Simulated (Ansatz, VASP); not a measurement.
# Two plane-wave programs on Ge4H

Contents of INCAR:

```
ALGO = Normal ; DIPOL = 0.5 0.5 0.328
EDIFF = 1E-7 ; ENCUT = 520
GGA = PE ; IDIPOL = 3
ISIF = 2 ; ISMEAR = 0
IVDW = 12 ; LASPH = T
LCHARG = F ; LDIPOL = T
LREAL = F ; LWAVE = F
NBANDS = 36 ; NELM = 100
PREC = Accurate ; SIGMA = 0.1
```

Contents of KPOINTS:

```
k-points
0
Gamma
  7 7 1
```

The input POSCAR:

```
Ge4H
1.0
    4.0303587907      0.0000000000      0.0000000000
    0.0000000000      4.0303587907      0.0000000000
    0.0000000000      0.0000000000     21.6416627718
Ge H
4 1
Direct
    0.0000000000      0.5000000000      0.1848286817
    0.0000000000      0.0000000000      0.2506714513
    0.5000000000      0.0000000000      0.3196569899
    0.5000000000      0.5000000000      0.3854446333
    0.5000000000      0.7500000000      0.5009625594
```

Input for Ansatz:

```yaml
crystal:
  lattice:
    - [4.0303587907, 0.0, 0.0]
    - [0.0, 4.0303587907, 0.0]
    - [0.0, 0.0, 21.6416627718]
  atoms:
    - { symbol: Ge, position: [0.0, 0.5, 0.1848286817] }
    - { symbol: Ge, position: [0.0, 0.0, 0.2506714513] }
    - { symbol: Ge, position: [0.5, 0.0, 0.3196569899] }
    - { symbol: Ge, position: [0.5, 0.5, 0.3854446333] }
    - { symbol: H, position: [0.5, 0.75, 0.5009625594] }
basis:
  ecutwfc: 420
kpoints:
  mp_grid: { grid: [7, 7, 1] }
hamiltonian:
  xc: pbe
  pseudopotentials: { kind: paw, azcp: { folder: soft_1 } }
  dispersion: d3bj
scf:
  occupations: { method: gaussian, width: 0.1 }
output:
  forces: true
  eigenvalues: true
efield:
  axis: 3
  dipole_correction: true
  ramp_width: 0.04
```

Alike in both runs: task single point; functional PBE; dispersion D3(BJ); k mesh 7 × 7 × 1; occupations gaussian, width 0.1 eV; no spin polarisation.

```csv
,VASP,Ansatz
version,VASP 6.6.1,Ansatz 0.2.0
potentials or method,"VASP PAW PBE potentials, release 64 (Ge_d, H), cutoff 520 eV","scalar-relativistic, plane waves, PAW"
valence electrons in the cell,57,57
```

VASP gave:

* gap on the k mesh at the Fermi level (eV): none
* rms of the force components (eV/Å): 0.572

Estimate Ansatz's values.

gap on the k mesh at the Fermi level (eV): none; rms of the force components (eV/Å): 0.571.

Atom by atom the forces differ by 0.002 eV/Å (rms over components). A gap of «none» marks a metal or a gap that the smearing closes.
